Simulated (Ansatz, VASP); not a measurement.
**TiTe2: VASP beside Ansatz**

The input INCAR:

```
PREC = Accurate
ENCUT = 520
EDIFF = 1E-6
ISMEAR = -1
SIGMA = 0.02
LREAL = F
LASPH = T
NELM = 60
ALGO = Normal
ISIF = 2
LWAVE = F
LCHARG = F
GGA = PE
NBANDS = 19
```

KPOINTS

```
Automatic mesh
0
Gamma
  6 6 6
```

Contents of POSCAR:

```
TiTe2
1.0
    0.0000000000      3.5030391762      3.5030391762
    3.5030391762      0.0000000000      3.5030391762
    3.5030391762      3.5030391762      0.0000000000
Ti Te
1 2
Direct
    0.0000000000      0.0000000000      0.0000000000
    0.2500000000      0.2500000000      0.2500000000
    0.7500000000      0.7500000000      0.7500000000
```

Input for Ansatz:

```yaml
crystal:
  lattice:
    - [0.0, 3.5030391762, 3.5030391762]
    - [3.5030391762, 0.0, 3.5030391762]
    - [3.5030391762, 3.5030391762, 0.0]
  atoms:
    - { symbol: Ti, position: [0.0, 0.0, 0.0] }
    - { symbol: Te, position: [0.25, 0.25, 0.25] }
    - { symbol: Te, position: [0.75, 0.75, 0.75] }
kpoints:
  mp_grid: { grid: [6, 6, 6] }
hamiltonian:
  xc: pbe
scf:
  occupations: { method: fermi_dirac, width: 0.02 }
  n_extra_bands: 4
output:
  forces: true
  stress: true
  eigenvalues: true
```

Alike in both runs: task single point; functional PBE; k mesh 6 × 6 × 6; occupations fermi-dirac, width 0.02 eV; no spin polarisation.

|  | VASP | Ansatz |
| --- | --- | --- |
| version | VASP 6.6.1 | Ansatz 0.2.0 |
| potentials or method | VASP PAW PBE potentials, release 64 (Ti_sv, Te) | plane waves, PAW |
| plane-wave cutoff (eV) | 520 | 420 |
| valence electrons in the cell | 24 | 44 |

```tsv
	VASP	Ansatz	Ansatz less VASP
pressure (GPa)	-3.0	-3.0	0.00
```

VASP's potentials hold 24 valence electrons a cell and Ansatz's 44, so a difference there can come from the potentials and not from the codes.

Neither program's run includes spin-orbit coupling.
